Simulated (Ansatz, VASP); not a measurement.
**AlIn2B2As: VASP beside Ansatz**

```
Al In B As
1.0
     2.09391   -3.51751    0.00000
     2.09391    3.51751    0.00000
    -0.00918    0.00000    8.44352
Al In B As
1 2 2 1
Direct
  0.50000 0.50000 0.50000
  0.90998 0.90998 0.28902
  0.09002 0.09002 0.71098
  0.88435 0.11565 0.00000
  0.11565 0.88435 0.00000
  0.50000 0.50000 0.00000
```

Alike in both runs: task relaxation of cell and atoms; functional PBE; k mesh 5 × 5 × 2; occupations gaussian, width 0.2 eV; no spin polarisation.

|  | VASP | Ansatz |
| --- | --- | --- |
| version | VASP 6.6.1 | Ansatz 0.2.0 |
| potentials or method | VASP PAW PBE potentials, release 64 (Al, In_d, B, As), cutoff 600 eV | scalar-relativistic, plane waves, PAW |
| valence electrons in the cell | 40 | 50 |

VASP gave:

```
gap on the k mesh at the Fermi level, each at its own relaxed structure (eV) : none
relaxed volume (Å³/atom)                                                     : 19.23
relaxed cell length with the largest relative difference (Å)                 : 8.243
```

Which values does Ansatz return?

gap on the k mesh at the Fermi level, each at its own relaxed structure (eV): none; relaxed volume (Å³/atom): 19.14; relaxed cell length with the largest relative difference (Å): 8.368.

A gap of «none» marks a metal or a gap that the smearing closes. VASP's potentials hold 40 valence electrons a cell and Ansatz's 50, so a difference there can come from the potentials and not from the codes.

The k mesh is coarse, so the values compare programs but aren't converged.
